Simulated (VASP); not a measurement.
BiTe: single point with PBE

Crystal: BiTe.

```
CELL_PARAMETERS angstrom
5.74008 0.00000 0.00000
0.00000 5.74008 0.00000
0.00000 0.00000 4.37864
ATOMIC_POSITIONS crystal
Bi 0.50000 0.00000 0.29287
Bi 0.00000 0.50000 0.70713
Te 0.00000 0.00000 0.00000
Te 0.50000 0.50000 0.00000
```

* Program: VASP 6.6.1
* Task: single point
* Functional: PBE
* Potentials or basis: VASP PAW PBE potentials, release 64 (Bi_d, Te)
* Cutoff: 520 eV
* k mesh: 6 × 6 × 8
* Occupations: gaussian, width 0.05 eV
* Spin: no spin polarisation

The pressure is -0.7 GPa. The largest force is 0.008 eV/Å. The band gap on the k mesh is zero (bands 21 and 22 overlap by 2.22 eV).

Forces in eV/Å, atoms in the order of the input:
```
Bi   0.000  0.000 -0.008
Bi   0.000  0.000  0.008
Te   0.000  0.000  0.000
Te   0.000  0.000  0.000
```

Stress tensor (GPa, compression positive):
```
-0.74  0.00  0.00
 0.00 -0.74  0.00
 0.00  0.00 -0.66
```

Levels at points of the mesh, in eV from the Fermi level:
```
           k point  band 19  band 20  band 21  band 22  band 23  band 24
(0.00, 0.00, 0.00)    -1.83    -1.00    -0.53     0.71     2.46     2.46
(0.50, 0.00, 0.00)    -1.79    -1.79     0.01     0.01     1.72     1.72
(0.50, 0.50, 0.00)    -1.16    -1.16    -0.68    -0.68     0.75     0.75
(0.00, 0.00, 0.50)    -2.84    -2.68    -1.09    -0.76    -0.12    -0.12
(0.50, 0.00, 0.50)    -2.70    -2.70     0.37     0.37     0.49     0.49
(0.50, 0.50, 0.50)    -0.96    -0.96     0.81     0.81     1.57     1.57
```

It took 2.2 min on 1 thread of Intel(R) Xeon(R) 6975P-C (Granite Rapids), on a shared host, peak memory 0.38 GiB.

Caveat: spin-orbit coupling is left out, which moves the levels of the heavy elements.
